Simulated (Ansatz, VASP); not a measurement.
# One calculation of Al, two programs

The input INCAR:

```
SYSTEM = Al
PREC     = Accurate       ! precision mode
ENCUT    = 500            ! plane-wave cutoff, eV
EDIFF    = 1E-6           ! SCF threshold, eV
ISMEAR   = -4             ! smearing method
SIGMA    = 0.1            ! smearing width, eV
LREAL    = .FALSE.        ! projectors in reciprocal space
LASPH    = .TRUE.         ! aspherical terms in the spheres
NELM     = 120            ! most SCF steps
ALGO     = Normal         ! electronic algorithm
ISIF     = 2              ! what is computed and relaxed
LWAVE    = .FALSE.        ! write WAVECAR
LCHARG   = .FALSE.        ! write CHGCAR
GGA      = PE             ! functional
IVDW     = 12             ! dispersion correction
NBANDS   = 10             ! bands
GGA_COMPAT= .FALSE.
```

Contents of KPOINTS:

```
Automatic mesh
0
G
  9 9 6
  0 0 0
```

Contents of POSCAR:

```
Al
1.0
    2.8124553515      0.0000000000      0.0000000000
   -1.4062276757      2.4356577814      0.0000000000
    0.0000000000      0.0000000000      4.8668500000
Al
2
Direct
    0.7786666667      1.3103333333      0.8650000000
    0.4453333333      1.6436666667      0.3650000000
```

Input for Ansatz:

```yaml
crystal:
  lattice:
    - [2.8124553515, 0.0, 0.0]
    - [-1.4062276757, 2.4356577814, 0.0]
    - [0.0, 0.0, 4.86685]
  atoms:
    - { symbol: Al, position: [0.7786666667, 1.3103333333, 0.865] }
    - { symbol: Al, position: [0.4453333333, 1.6436666667, 0.365] }
basis:
  ecutwfc: 420
kpoints:
  mp_grid: { grid: [9, 9, 6] }
hamiltonian:
  xc: pbe
  dispersion: d3bj
scf:
  occupations: { method: tetrahedron_uncorrected }
output:
  forces: true
  stress: true
  eigenvalues: true
```

Alike in both runs: task single point; functional PBE; dispersion D3(BJ); k mesh 9 × 9 × 6; no spin polarisation.

```csv
,VASP,Ansatz
version,VASP 6.6.1,Ansatz 0.2.0
potentials or method,"VASP PAW PBE potentials, release 64 (Al), cutoff 500 eV","scalar-relativistic, plane waves, PAW"
occupations,tetrahedron,tetrahedron-uncorrected
valence electrons in the cell,6,6
```

```csv
,VASP,Ansatz,Ansatz less VASP
gap on the k mesh at the Fermi level (eV),none,none,-
pressure (GPa),-3.3,-3.2,+0.06
"traceless stress, the component that is largest in VASP (GPa)",0.65,0.51,-0.137
```

A gap of «none» marks a metal or a gap that the smearing closes. Ansatz's warnings: band table not solved further.
